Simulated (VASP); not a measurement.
# Sc: single point with PBE

Crystal: Sc.

```
CELL_PARAMETERS angstrom
3.44136 0.00000 0.00000
-1.72068 2.98031 0.00000
0.00000 0.00000 5.27330
ATOMIC_POSITIONS crystal
Sc 0.66667 0.33333 0.75000
Sc 0.33333 0.66667 0.25000
```

```
Program                : VASP 6.6.1
Task                   : single point
Functional             : PBE
Potentials or basis    : VASP PAW PBE potentials, release 64 (Sc_sv)
Cutoff                 : 520 eV
k mesh                 : 8 × 8 × 4
Occupations            : fermi-dirac, width 0.05 eV
Spin                   : no spin polarisation
Dipole correction      : no
Further INCAR settings : ALGO = Fast; EDIFF = 1e-06; NBANDS = 18
```

The pressure is -4.4 GPa. The band gap on the k mesh is zero (band 11 reaches 4.13 eV, above the bottom of band 12 at 2.76 eV).

Stress tensor (GPa, compression positive):
```
-4.71  0.00  0.00
 0.00 -4.71  0.00
 0.00  0.00 -3.69
```

Levels at points of the mesh, in eV from the Fermi level:
```tsv
k point	band 6	band 7	band 8	band 9	band 10	band 11	band 12	band 13	band 14	band 15
(0.00, 0.00, 0.00)	-28.13	-28.13	-28.09	-4.94	-1.48	0.55	1.46	1.46	1.78	1.87
(0.50, 0.00, 0.00)	-28.24	-28.18	-28.15	-1.60	-0.98	-0.54	-0.40	1.19	1.21	1.76
(0.00, 0.00, 0.50)	-28.15	-28.15	-28.15	-3.47	-3.47	0.97	0.97	1.36	1.36	1.36
(0.50, 0.00, 0.50)	-28.20	-28.17	-28.17	-1.35	-1.35	0.05	0.05	1.13	1.13	2.12
```

It took 89 s on 1 thread of AMD EPYC 7R13 Processor (Zen 3) (shared host), peak memory 0.15 GiB.
